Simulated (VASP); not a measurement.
Crystal: Be8H.

```
Be H
1.0
     4.99339    0.00000    0.00000
     0.00000    3.53855    0.00000
     0.00000    0.00000    3.53869
Be H
8 1
Direct
  0.37500 0.75000 0.74999
  0.87500 0.75000 0.74999
  0.12500 0.25000 0.74999
  0.62500 0.25000 0.74999
  0.12500 0.75000 0.25001
  0.62500 0.75000 0.25001
  0.37500 0.25000 0.25001
  0.87500 0.25000 0.25001
  0.25000 0.00000 0.00000
```

| Property | Result |
| --- | --- |
| Program | VASP 6.6.1 |
| Task | relaxation of cell and atoms |
| Functional | PBE |
| Potentials or basis | VASP PAW PBE potentials, release 64 (Be, H) |
| Cutoff | 600 eV |
| k mesh | 4 × 6 × 6 |
| Occupations | gaussian, width 0.1 eV |
| Spin | no spin polarisation |

At the start: pressure 12.3 GPa; volume 6.95 Å³/atom.

**Question.** How do energy, volume and symmetry change on relaxing?

**Answer.** Over 32 steps the energy falls by 123.2 meV/atom and the volume is 7.68 Å³/atom (+10.6 %); space group P-42m (No. 111, to 0.1 Å) before and after.

Step by step:
```csv
step,energy change (eV),largest force (eV/Å),pressure (GPa),volume (Å³)
1,0.0000,1.3151,12.28,62.53
2,-0.4510,0.2977,1.49,67.47
3,-0.4740,0.2598,-1.05,69.03
4,-0.5125,0.1717,-0.52,68.78
5,-0.5590,0.1642,0.87,68.18
6,-0.5598,0.1800,1.15,68.07
7,-0.5823,0.1365,0.14,68.77
8,-0.6223,0.1453,-1.64,70.05
9,-0.6896,0.1948,-4.27,72.51
10,-0.7312,0.3836,-7.88,77.00
11,-0.7148,0.2186,-5.79,74.21
12,-0.7359,0.2761,-6.94,75.63
13,-0.7414,0.2792,-7.00,75.70
14,-0.7574,0.2946,-7.13,75.91
15,-0.7802,0.3504,-7.31,76.30
16,-0.7699,0.4980,-7.76,76.99
17,-0.7854,0.3923,-7.42,76.53
18,-0.8032,0.3933,-7.12,76.23
19,-0.8524,0.3969,-6.19,75.32
20,-0.9334,0.4084,-4.23,73.53
21,-1.0179,0.4177,0.45,70.02
22,-1.0203,0.4172,1.63,69.26
23,-1.0376,0.3521,1.42,69.27
24,-1.0674,0.1963,0.93,69.29
25,-1.0696,0.1797,0.79,69.30
26,-1.0774,0.1580,0.22,69.58
27,-1.0886,0.0956,-1.40,70.45
28,-1.0963,0.0852,-0.91,70.06
29,-1.1048,0.0760,0.31,69.16
30,-1.1049,0.0773,0.46,69.05
31,-1.1076,0.0414,0.27,69.10
32,-1.1085,0.0215,0.08,69.16
```

Final structure:
```
Be H
1.0
     6.53540    0.00000    0.00000
     0.00000    3.25305    0.00000
     0.00000    0.00000    3.25313
Be H
8 1
Cartesian
  2.5900 2.4228 2.4228
  5.6683 2.4331 2.4332
  0.6777 0.8302 2.4228
  4.1348 0.8200 2.4332
  0.6777 2.4228 0.8303
  4.1348 2.4331 0.8200
  2.5900 0.8302 0.8303
  5.6683 0.8200 0.8200
  1.6339 0.0000 0.0000
```

Caveat: a cell axis changed by over 15 % at a fixed basis, so the end point is rough.
